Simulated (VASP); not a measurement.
# AlN (P3m1) in VASP: relaxation of cell and atoms with PBE

Aim: the relaxation of cell and atoms of AlN with PBE.

Everything below comes from runs of VASP 6.6.1. Logs are shortened: lines on timing, memory, paths and dates and some standing lists are left out, and cuts for length are marked.

**1. The cell of the first run**

Symmetry: P3m1, No. 156, trigonal system. Conventional cell: a = 3.130 Å, b = 3.130 Å, c = 15.055 Å, α = 90.00°, β = 90.00°, γ = 120.00°. Within 2.5 Å of Al (site symmetry 3m) lie 4 N at 1.88 to 1.91 Å. Within 2.5 Å of Al (site symmetry 3m) lie 4 N at 1.88 to 1.91 Å. Within 2.5 Å of Al (site symmetry 3m) lie 4 N at 1.88 to 1.91 Å. Al (site symmetry 3m) has 4 N at 1.88 to 1.91 Å within 2.5 Å. Al (site symmetry 3m) has 4 N at 1.88 to 1.91 Å within 2.5 Å. Within 2.5 Å of Al (site symmetry 3m) lie 4 N at 1.88 to 1.91 Å. Within 2.5 Å of N (site symmetry 3m) lie 4 Al at 1.88 to 1.91 Å. N (site symmetry 3m) has 4 Al at 1.88 to 1.91 Å within 2.5 Å.

**2. Relaxation of cell and atoms, PBE**

Input file INCAR:

```
SYSTEM = AlN
PREC = Accurate
ENCUT = 600
EDIFF = 1E-6
ISMEAR = 0
SIGMA = 0.02
LREAL = .False.
LASPH = .True.
NELM = 80
ALGO = Normal
ISIF = 3
LWAVE = .False.
LCHARG = .False.
GGA = PE
IBRION = 2
NSW = 65
EDIFFG = -0.01
```

Input file KPOINTS:

```
regular mesh
0
Gamma
  12 12 2
  0 0 0
```

Input file POSCAR:

```
AlN
1.0
    3.1301924797      0.0000000000      0.0000000000
   -1.5650962399      2.7108262062      0.0000000000
    0.0000000000      0.0000000000     15.0545610802
Al N
6 6
Direct
    0.0000000000      0.0000000000      0.0000000000
    0.3333333333      0.6666666667      0.1666666667
    0.0000000000      0.0000000000      0.3333333333
    0.3333333333      0.6666666667      0.5000000000
    0.0000000000      0.0000000000      0.6666666667
    0.6666666667      0.3333333333      0.8333333333
    0.0000000000      0.0000000000      0.1250000000
    0.3333333333      0.6666666667      0.2916666667
    0.0000000000      0.0000000000      0.4583333333
    0.3333333333      0.6666666667      0.6250000000
    0.0000000000      0.0000000000      0.7916666667
    0.6666666667      0.3333333333      0.9583333333
```

Potentials or basis: VASP PAW PBE potentials, release 64 (Al, N).

The run is started by

```bash
$ cat potpaw_PBE.64/Al/POTCAR potpaw_PBE.64/N/POTCAR > POTCAR
$ mpirun -np 1 vasp_std > vasp.out
```

OUTCAR:

```text
SYSTEM = AlN
   PREC = Accurate
   ENCUT = 600
   EDIFF = 1E-6
   ISMEAR = 0
   LREAL = .False.
   LASPH = .True.
   NELM = 80
   ISIF = 3
   GGA = PE
   IBRION = 2
   NSW = 65
   EDIFFG = -0.01

 ion  position               nearest neighbor table
   1  0.000  0.000  0.000-   7 1.88  12 1.91  12 1.91  12 1.91   6 3.09   2 3.09   6 3.09   2 3.09
                             2 3.09   6 3.09
   2  0.333  0.667  0.167-   8 1.88   7 1.91   7 1.91   7 1.91   3 3.09   3 3.09   3 3.09   1 3.09
                             1 3.09   1 3.09
   3  0.000  0.000  0.333-   9 1.88   8 1.91   8 1.91   8 1.91   2 3.09   2 3.09   2 3.09   4 3.09
                             4 3.09   4 3.09
   4  0.333  0.667  0.500-  10 1.88   9 1.91   9 1.91   9 1.91   5 3.09   3 3.09   3 3.09   5 3.09
                             5 3.09   3 3.09
   5  0.000  0.000  0.667-  11 1.88  10 1.91  10 1.91  10 1.91   6 3.09   6 3.09   6 3.09   4 3.09
                             4 3.09   4 3.09
   6  0.667  0.333  0.833-  12 1.88  11 1.91  11 1.91  11 1.91   5 3.09   5 3.09   5 3.09   1 3.09
                             1 3.09   1 3.09
   7  0.000  0.000  0.125-   1 1.88   2 1.91   2 1.91   2 1.91
   8  0.333  0.667  0.292-   2 1.88   3 1.91   3 1.91   3 1.91
   9  0.000  0.000  0.458-   3 1.88   4 1.91   4 1.91   4 1.91
  10  0.333  0.667  0.625-   4 1.88   5 1.91   5 1.91   5 1.91
  11  0.000  0.000  0.792-   5 1.88   6 1.91   6 1.91   6 1.91
  12  0.667  0.333  0.958-   6 1.88   1 1.91   1 1.91   1 1.91

  LATTYP: Found a hexagonal cell.
 ALAT       =     3.1301924797
 C/A-ratio  =     4.8094681646

  Lattice vectors:

 A1 = (   3.1301924797,   0.0000000000,   0.0000000000)
 A2 = (  -1.5650962399,   2.7108262062,   0.0000000000)
 A3 = (   0.0000000000,   0.0000000000,  15.0545610802)

Analysis of symmetry for initial positions (statically):
=====================================================================
 Subroutine PRICEL returns:
 Original cell was already a primitive cell.

 Routine SETGRP: Setting up the symmetry group for a
 hexagonal supercell.

 Subroutine GETGRP returns: Found  6 space group operations
 (whereof  6 operations were pure point group operations)
 out of a pool of 24 trial point group operations.

The static configuration has the point symmetry C_3v.

Analysis of symmetry for dynamics (positions and initial velocities):
=====================================================================
 Subroutine PRICEL returns:
 Original cell was already a primitive cell.

 Routine SETGRP: Setting up the symmetry group for a
 hexagonal supercell.

 Subroutine GETGRP returns: Found  6 space group operations
 (whereof  6 operations were pure point group operations)
 out of a pool of 24 trial point group operations.

The dynamic configuration has the point symmetry C_3v.

 Subroutine INISYM returns: Found  6 space group operations
 (whereof  6 operations are pure point group operations),
 and found     1 'primitive' translations

----------------------------------------------------------------------------------------

                                     Primitive cell

  volume of cell :     127.7441

  direct lattice vectors                    reciprocal lattice vectors
     3.130192480  0.000000000  0.000000000     0.319469172  0.184445613  0.000000000
    -1.565096240  2.710826206  0.000000000     0.000000000  0.368891225  0.000000000
     0.000000000  0.000000000 15.054561080     0.000000000  0.000000000  0.066425052

  length of vectors
     3.130192480  3.130192480 15.054561080     0.368891225  0.368891225  0.066425052

  position of ions in fractional coordinates (direct lattice)
     0.000000000  0.000000000  0.000000000
     0.333333333  0.666666667  0.166666667
     0.000000000  0.000000000  0.333333333
     0.333333333  0.666666667  0.500000000
     0.000000000  0.000000000  0.666666667
     0.666666667  0.333333333  0.833333333
     0.000000000  0.000000000  0.125000000
     0.333333333  0.666666667  0.291666667
     0.000000000  0.000000000  0.458333333
     0.333333333  0.666666667  0.625000000
     0.000000000  0.000000000  0.791666667
     0.666666667  0.333333333  0.958333333

  ion indices of the primitive-cell ions
[... 26 lines left out ...]
     0.000000000  0.030740935  0.000000000     0.000000000  0.083333333  0.000000000
     0.000000000  0.000000000  0.033212526     0.000000000  0.000000000  0.500000000

  Length of vectors
     0.030740935  0.030740935  0.033212526

  Shift w.r.t. Gamma in fractional coordinates (k-lattice)
     0.000000000  0.000000000  0.000000000

 Subroutine IBZKPT returns following result:
 ===========================================

 Found     38 irreducible k-points:

 Following reciprocal coordinates:
            Coordinates               Weight
  0.000000  0.000000  0.000000      1.000000
  0.083333 -0.000000  0.000000      6.000000
  0.166667 -0.000000  0.000000      6.000000
  0.250000  0.000000  0.000000      6.000000
  0.333333 -0.000000  0.000000      6.000000
  0.416667  0.000000  0.000000      6.000000
[... 16 lines left out ...]
  0.250000  0.000000  0.500000      6.000000
  0.333333 -0.000000  0.500000      6.000000
 [... further k-points ...]
   k-points           NKPTS =     38   k-points in BZ     NKDIM =     38   number of bands    NBANDS=     31
   number of dos      NEDOS =    301   number of ions     NIONS =     12
   total plane-waves  NPLWV =  94080
   dimension x,y,z NGX =    28 NGY =   28 NGZ =  120
   dimension x,y,z NGXF=    56 NGYF=   56 NGZF=  240
   ions per type =               6   6
   NGX,Y,Z   is equivalent  to a cutoff of  14.87, 14.87, 13.25 a.u.
   NGXF,Y,Z  is equivalent  to a cutoff of  29.74, 29.74, 26.50 a.u.
 SYSTEM =  AlN
   PREC   = accura    normal or accurate (medium, high low for compatibility)
   ISTART =      0    job   : 0-new  1-cont  2-samecut
   ICHARG =      2    charge: 1-file 2-atom 10-const
   ISPIN  =      1    spin polarized calculation?
   LNONCOLLINEAR =      F non collinear calculations
   LSORBIT =      F    spin-orbit coupling
   LASPH  =      T    aspherical Exc in radial PAW
   ENCUT  =  600.0 eV  44.10 Ry    6.64 a.u.   6.25  6.25 30.07*2*pi/ulx,y,z
   NELM   =     80;   NELMIN=  2; NELMDL= -5     # of ELM steps
   EDIFF  = 0.1E-05   stopping-criterion for ELM
   LREAL  =      F    real-space projection
   EDIFFG = -.1E-01   stopping-criterion for IOM
   NSW    =     65    number of steps for IOM
   IBRION =      2    ionic relax: 0-MD 1-quasi-New 2-CG
   NFREE  =      1    steps in history (QN), initial steepest desc. (CG)
   ISIF   =      3    stress and relaxation
   ISYM   =      2    0-nonsym 1-usesym 2-fastsym
   POTIM  = 0.5000    time-step for ionic-motion
   TEBEG  =    0.0;   TEEND  =   0.0 temperature during run
   PSTRESS=    0.0 pullay stress
   NELECT =      48.0000    total number of electrons
   NUPDOWN=      -1.0000    fix difference up-down
   EMIN   =  10.00;   EMAX   =-10.00  energy-range for DOS
   EFERMI =   0.00;   METHOD = LEGACY
   ISMEAR =     0;   SIGMA  =   0.02  broadening in eV -4-tet -1-fermi 0-gaus
   EFERMI_NEDOS =   21; number of points for ismear=-14 and -15
   IALGO  =     38    algorithm
   IMIX   =      4    mixing-type and parameters
     AMIX     =   0.40;   BMIX     =  1.00
     AMIX_MAG =   1.60;   BMIX_MAG =  1.00
  volume/ion in A,a.u.               =      10.65        71.84
  Fermi-wavevector in a.u.,A,eV,Ry     =   1.181340  2.232409 18.987809  1.395565
  Thomas-Fermi vector in A             =   2.317615
   LORBIT       =      0    0 simple, 1 ext, 2 COOP (PROOUT), +10 PAW based schemes
   GGA     = PE    functional components
   LHFCALC =     F    Hartree Fock is set to
   AEXX    =    0.0000 exact exchange contribution
   IVDW    =     0    specifies the selected vdW correction
   LEPSILON=     F    determine dielectric tensor
   LRPA    =     F    only Hartree local field effects (RPA)
 conjugate gradient relaxation of ions
 non-spin polarized calculation
 Gauss-broadening in eV      SIGMA  =   0.02
  energy-cutoff  :      600.00
  volume of cell :      127.74
 maximum number of plane-waves:      4309
 NGX is ok and might be reduce to    28
   NGX = 13   NGY = 13   NGZ = 61

--------------------------------------- Ionic step        1  -------------------------------------------

 number of electron      48.0000005 magnetization

 Free energy of the ion-electron system (eV)
  ---------------------------------------------------
  ext. energy  EPLUGINS =         0.00000000
  ---------------------------------------------------
  free energy    TOTEN  =       -89.22495047 eV

  energy without entropy =      -89.22495047  energy(sigma->0) =      -89.22495047

------------------------ aborting loop because EDIFF is reached ----------------------------------------

  FORCE on cell =-STRESS in cart. coord.  units (eV):
  Direction    XX          YY          ZZ          XY          YZ          ZX
  --------------------------------------------------------------------------------------
  -------------------------------------------------------------------------------------
  Total       -1.5599677     -1.5599677      2.9103764      0.0000000     -0.0000000     -0.0000000
  in kB      -19.5652488    -19.5652488     36.5021898      0.0000000     -0.0000000     -0.0000000
  external PRESSURE =      -0.8761026 kB  Pullay stress =       0.0000000 kB
[... 119 lines left out ...]
  FREE ENERGIE OF THE ION-ELECTRON SYSTEM (eV)
  ---------------------------------------------------
  free  energy   TOTEN  =       -89.2576243108 eV

  energy  without entropy=      -89.2576243108  energy(sigma->0) =      -89.25762431

[... ionic steps 4 to 8 ...]

--------------------------------------- Ionic step        9  -------------------------------------------

 number of electron      48.0000002 magnetization

------------------------ aborting loop because EDIFF is reached ----------------------------------------
[... 87 lines left out ...]
--------------------------------------- Ionic step       11  -------------------------------------------

 number of electron      48.0000002 magnetization

 Free energy of the ion-electron system (eV)
  ---------------------------------------------------
  ext. energy  EPLUGINS =         0.00000000
  ---------------------------------------------------
  free energy    TOTEN  =       -89.25858986 eV

  energy without entropy =      -89.25858986  energy(sigma->0) =      -89.25858986

 E-fermi :   6.0307     XC(G=0): -10.8366

 val. band max:        5.9004168042   @ k =   0.0000   0.0000   0.0000
 cond. band min:       9.9346635913   @ k =   0.0000   0.0000   0.0000
 fundamental gap:      4.0342467871
 Fermi energy:         6.0306573595

 k-point     1 :       0.0000    0.0000    0.0000
  band No.  band energies     occupation
      1      -9.1034      2.00000
      2      -8.7124      2.00000
      3      -8.6778      2.00000
      4      -7.7218      2.00000
      5      -7.7005      2.00000
      6      -7.0438      2.00000
[... 805 lines left out ...]
     30      13.0373      0.00000
     31      14.3447      0.00000

 [... further k-points ...]
[... 5 lines left out ...]
  --------------------------------------------------------------------------------------
  -------------------------------------------------------------------------------------
  Total        0.0016129      0.0016129      0.0500913     -0.0000000     -0.0000000      0.0000000
  in kB        0.0202511      0.0202511      0.6289508     -0.0000000     -0.0000000      0.0000000
  external PRESSURE =       0.2231510 kB  Pullay stress =       0.0000000 kB
[... 27 lines left out ...]
  FREE ENERGIE OF THE ION-ELECTRON SYSTEM (eV)
  ---------------------------------------------------
  free  energy   TOTEN  =       -89.2585898615 eV

  energy  without entropy=      -89.2585898615  energy(sigma->0) =      -89.25858986

 reached required accuracy - stopping structural energy minimisation
```

Run time: 11 min. Hardware: 1 thread of Oxide Virtual Turin-like, shared host; peak memory 0.34 GiB.

Results:

| Item | Value |
| --- | --- |
| Free energy | -89.2586 eV |
| Relaxed volume | 10.63 Å³/atom |
| Relaxed cell | a = 3.121 Å, b = 3.121 Å, c = 15.122 Å, α = 90.00°, β = 90.00°, γ = 120.00° |
| Space group after relaxing (to 0.1 Å) | P3m1 (No. 156) |
| Energy gained by relaxing | 2.8 meV/atom |
| Ionic steps | 11 |
| Pressure after relaxing | 0.0 GPa |
| Largest force after relaxing | 0.009 eV/Å |
| Band gap on the k mesh | 4.03 eV |

Forces on the atoms (eV/Å):
```
Al   0.000  0.000 -0.003
Al   0.000  0.000  0.009
Al   0.000  0.000 -0.004
Al   0.000  0.000  0.004
Al   0.000  0.000 -0.009
Al   0.000  0.000  0.004
N    0.000  0.000  0.002
N    0.000  0.000  0.002
N    0.000  0.000  0.000
N    0.000  0.000 -0.001
N    0.000  0.000 -0.003
N    0.000  0.000  0.001
```

Step by step:
```csv
step,energy change (eV),largest force (eV/Å),pressure (GPa),volume (Å³)
1,0.0000,0.5178,-0.09,127.74
2,-0.0055,0.3692,0.14,127.62
3,-0.0327,0.0626,-0.09,127.69
4,-0.0327,0.0681,-0.09,127.69
5,-0.0332,0.0425,0.06,127.58
6,-0.0333,0.0506,0.11,127.55
7,-0.0335,0.0271,-0.03,127.63
8,-0.0335,0.0291,-0.03,127.64
9,-0.0336,0.0230,-0.02,127.63
10,-0.0336,0.0311,-0.01,127.62
11,-0.0336,0.0093,0.02,127.60
```

Final structure:
```xyz
12
Lattice="3.1215 0.0000 0.0000 -1.5607 2.7033 0.0000 0.0000 0.0000 15.1221" Properties=species:S:1:pos:R:3 pbc="T T T"
Al    0.0000    0.0000   15.1081
Al    0.0000    1.8022    2.5207
Al   -1.5607    2.7033    5.0338
Al    0.0000    1.8022    7.5473
Al    0.0000    0.0000   10.0615
Al    1.5607    0.9011   12.5960
N    -1.5607    2.7033    1.9035
N     0.0000    1.8022    4.4271
N    -1.5607    2.7033    6.9405
N     0.0000    1.8022    9.4544
N    -1.5607    2.7033   11.9790
N     1.5607    0.9011   14.5020
```

Levels at points of the mesh, in eV from the valence-band top:
| k point | band 22 | band 23 | band 24 | band 25 | band 26 | band 27 |
| --- | --- | --- | --- | --- | --- | --- |
| (0.00, 0.00, 0.00) | -0.11 | -0.11 | 0.00 | 4.03 | 5.44 | 5.52 |
| (0.50, 0.00, 0.00) | -1.01 | -0.99 | -0.60 | 4.28 | 4.48 | 5.34 |
| (0.00, 0.00, 0.50) | -0.19 | -0.13 | -0.13 | 4.48 | 4.58 | 6.21 |
| (0.50, 0.00, 0.50) | -0.84 | -0.75 | -0.68 | 4.13 | 4.64 | 5.31 |
